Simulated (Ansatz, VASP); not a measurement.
## Two plane-wave programs on B5P

```
B P
1.0
     3.32077    0.00000    0.00000
    -1.66038    2.87587    0.00000
     0.00000    0.00000    6.05296
B P
5 1
Direct
  0.00000 0.00000 0.74207
  0.49831 0.00000 0.54239
  0.00000 0.49831 0.54239
  0.50169 0.50169 0.54239
  0.00000 0.00000 0.34271
  0.00000 0.00000 0.04238
```

Alike in both runs: functional PBE; k mesh 5 × 5 × 3; occupations gaussian, width 0.2 eV; no spin polarisation.

Ansatz relaxed the structure, and its values are those at the end. VASP's run is a single point on that final structure, the one shown.

|  | VASP | Ansatz |
| --- | --- | --- |
| version | VASP 6.6.1 | Ansatz 0.2.0 |
| potentials or method | VASP PAW PBE potentials, release 64 (B, P), cutoff 500 eV | scalar-relativistic, plane waves, PAW |
| valence electrons in the cell | 20 | 20 |

VASP gave:

- gap on the k mesh at the Fermi level (eV): none
- pressure (GPa): 0.0
- rms of the force components (eV/Å): 0.007

Problem. Estimate Ansatz's values.

Solution. gap on the k mesh at the Fermi level (eV): none; pressure (GPa): 0.0; rms of the force components (eV/Å): 0.003.

A gap of «none» marks a metal or a gap that the smearing closes.

The k mesh is coarse, so the values compare programs but aren't converged.
